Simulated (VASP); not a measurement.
Input of a VASP 6.6.1 run:

File INCAR:

```
SYSTEM = AlN
  PREC = Accurate
  ENCUT = 600
  EDIFF = 1E-6
  ISMEAR = 0
  SIGMA = 0.02
  LREAL = .False.
  LASPH = .True.
  NELM = 60
  ALGO = Normal
  ISIF = 4
  LWAVE = .False.
  LCHARG = .False.
  GGA = PE
  IBRION = 2
  NSW = 50
  EDIFFG = -0.01
```

Contents of KPOINTS:

```
regular mesh
0
Gamma
  9 9 6
  0 0 0
```

The input POSCAR:

```
AlN
1.0
    3.2279630792      0.0000000000      0.0000000000
   -1.6139815396      2.7954980291      0.0000000000
    0.0000000000      0.0000000000      5.1906245687
Al N
2 2
Direct
    0.3333333333      0.6666666667     -0.0004182775
    0.6666666667      0.3333333333      0.4995817225
    0.3333333333      0.6666666667      0.3804182775
    0.6666666667      0.3333333333      0.8804182775
```

Potentials or basis: VASP PAW PBE potentials, release 64 (Al, N).

Run with:

```console
$ cat potpaw_PBE.64/Al/POTCAR potpaw_PBE.64/N/POTCAR > POTCAR
$ mpirun -np 1 vasp_std > vasp.out
```

(1) What does it give for the band gap on the k mesh?

Results:

(1) 3.26 eV, direct.
